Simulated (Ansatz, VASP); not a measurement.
# Sn in VASP and in Ansatz

Contents of INCAR:

```
SYSTEM = Sn
  PREC = Accurate
  ENCUT = 520
  EDIFF = 1E-6
  ISMEAR = -1
  SIGMA = 0.1
  LREAL = .FALSE.
  LASPH = .TRUE.
  NELM = 60
  ALGO = Normal
  ISIF = 2
  LWAVE = .FALSE.
  LCHARG = .FALSE.
  GGA = PS
  NBANDS = 13
```

Contents of KPOINTS:

```
regular mesh
0
G
  8 8 8
  0 0 0
```

POSCAR

```
Sn
1.0
   -1.6745360778      1.7725434773      2.2214067487
    1.6745360778     -1.7725434773      2.2214067487
    1.6745360778      1.7725434773     -2.2214067487
Sn
1
Direct
    0.0033238040     -0.0009931105     -0.0019548735
```

Input for Ansatz:

```yaml
crystal:
  lattice:
    - [-1.6745360778282197, 1.7725434773412296, 2.2214067487482034]
    - [1.6745360778282175, -1.772543477341227, 2.221406748748198]
    - [1.674536077828218, 1.7725434773412252, -2.2214067487482008]
  atoms:
    - { symbol: Sn, position: [0.003323804034760497, -0.00099311054351834, -0.0019548734617855805] }
kpoints:
  mp_grid:
    grid: [8, 8, 8]
hamiltonian:
  xc: pbesol
  pseudopotentials:
    kind: paw
scf:
  occupations:
    method: fermi_dirac
output:
  forces: true
  stress: true
```

Alike in both runs: task single point; functional PBEsol; k mesh 8 × 8 × 8; no spin polarisation.

|  | VASP | Ansatz |
| --- | --- | --- |
| version | VASP 6.6.1 | Ansatz 0.2.0 |
| potentials or method | VASP PAW PBE potentials, release 64 (Sn_d) | plane waves, PAW |
| plane-wave cutoff (eV) | 520 | 420 |
| occupations | fermi-dirac, width 0.1 eV | fermi-dirac |
| valence electrons in the cell | 14 | 14 |

```csv
,VASP,Ansatz,Ansatz less VASP
pressure (GPa),0.0,0.0,+0.04
"traceless stress, the component that is largest in VASP (GPa)",0.49,0.49,-0.001
```

VASP's potentials were made for PBE, not for PBEsol.
